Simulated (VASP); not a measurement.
Write the native input for VASP 6.6.1 that does the following.

```yaml
Task: single point
Functional: r2SCAN
Potentials_or_basis: VASP PAW PBE potentials, release 64 (Hf_pv, B)
Cutoff: 550 eV
k_mesh: 10 × 10 × 10
Occupations: methfessel-paxton, width 0.1 eV
Spin: non-collinear spin, zero start, spin-orbit coupling
Starting_moments: "[[0.0, 0.0, 0.0], [0.0, 0.0, 0.0]] μB"
Dipole_correction: no
Further_INCAR_settings: ALGO = Normal; EDIFF = 1e-06; NBANDS = 25
```

Crystal: HfB.

```xyz
2
Lattice="0.0000 2.3100 2.3100 2.3100 0.0000 2.3100 2.3100 2.3100 0.0000" Properties=species:S:1:pos:R:3 pbc="T T T"
Hf    2.3100    2.3100    2.3100
B     0.0000    0.0000    0.0000
```

These files were run (other wordings do the same):

POSCAR

```
HfB
1.0
    0.0000000000      2.3100000000      2.3100000000
    2.3100000000      0.0000000000      2.3100000000
    2.3100000000      2.3100000000      0.0000000000
Hf B
1 1
Direct
    0.5000000000      0.5000000000      0.5000000000
    0.0000000000      0.0000000000      0.0000000000
```

INCAR.step1

```
ALGO = Normal ; EDIFF = 1E-5
ENCUT = 550 ; GGA = PE
GGA_COMPAT = False ; ISMEAR = 1
LASPH = True ; LCHARG = False
LMAXMIX = 4 ; LREAL = False
LSORBIT = True ; LWAVE = True
MAGMOM = 0 0 0 0 0 0 ; NBANDS = 25
NELM = 200 ; PREC = Accurate
SIGMA = 0.1
```

INCAR.step2

```
ALGO = Normal ; EDIFF = 1E-6
ENCUT = 550 ; GGA_COMPAT = False
ISIF = 2 ; ISMEAR = 1
ISTART = 1 ; LASPH = True
LCHARG = False ; LMAXMIX = 4
LMIXTAU = True ; LORBIT = 11
LORBMOM = True ; LREAL = False
LSORBIT = True ; LWAVE = False
MAGMOM = 0 0 0 0 0 0 ; METAGGA = R2SCAN
NBANDS = 25 ; NELM = 200
PREC = Accurate ; SIGMA = 0.1
```

KPOINTS

```
k-points
0
Gamma
  10 10 10
```

Potentials or basis: VASP PAW PBE potentials, release 64 (Hf_pv, B).

Command:

```console
$ cat potpaw_PBE.64/Hf_pv/POTCAR potpaw_PBE.64/B/POTCAR > POTCAR
$ cp INCAR.step1 INCAR
$ mpirun -np 1 vasp_ncl > vasp.out
$ cp INCAR.step2 INCAR
$ mpirun -np 1 vasp_ncl > vasp.out
```

Results of the run:

- Pressure: 29.0 GPa
- Net moment: 0.00 μB per cell
- Valence electrons inside the program's atomic spheres: Hf 8.96; B 1.97

Caveat: the cell stands under pressure; the PAW data sets were made with another functional, which shifts forces and pressure a little.

Wall time 10 min on 1 thread of AMD EPYC 7R43 64-Core Processor (Zen 3) (shared host), peak memory 0.27 GiB.
